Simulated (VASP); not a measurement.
Here is a VASP 6.6.1 calculation.

INCAR

```
SYSTEM = Al
ALGO     = Normal         ! electronic algorithm
EDIFF    = 1E-7           ! SCF threshold, eV
ENCUT    = 520            ! plane-wave cutoff, eV
GGA      = PE             ! functional
ISIF     = 2              ! what is computed and relaxed
ISMEAR   = 0              ! smearing method
LASPH    = .TRUE.         ! aspherical terms in the spheres
LCHARG   = .FALSE.        ! write CHGCAR
LREAL    = .FALSE.        ! projectors in reciprocal space
LWAVE    = .FALSE.        ! write WAVECAR
NBANDS   = 10             ! bands
NELM     = 100            ! most SCF steps
PREC     = Accurate       ! precision mode
SIGMA    = 0.1            ! smearing width, eV
```

The input KPOINTS:

```
k-points
0
G
  18 18 14
  0 0 0
```

POSCAR

```
Al
1.0
    2.0208104607      2.0208104607      0.0000000000
   -2.0208104607      2.0208104607      0.0000000000
    0.0000000000      0.0000000000      3.9203722937
Al
2
Direct
    0.0000000000      0.0000000000      0.0000000000
    0.5000000000      0.5000000000      0.5000000000
```

Potentials or basis: VASP PAW PBE potentials, release 64 (Al).

Launch:

```sh
$ cat potpaw_PBE.64/Al/POTCAR > POTCAR
$ mpirun -np 1 vasp_std > vasp.out
```

Task: Predict the pressure.

Result: 2.5 GPa.

Task: Predict the band gap on the k mesh.

Result: Zero (bands 3 and 4 overlap by 11.81 eV).

Stress tensor (GPa, compression positive):
```
1.94 0.00 0.00
0.00 1.94 0.00
0.00 0.00 3.77
```

Caveat: the cell differs from its parent crystal (strain along c alone, the other axes held: -3.0 %).
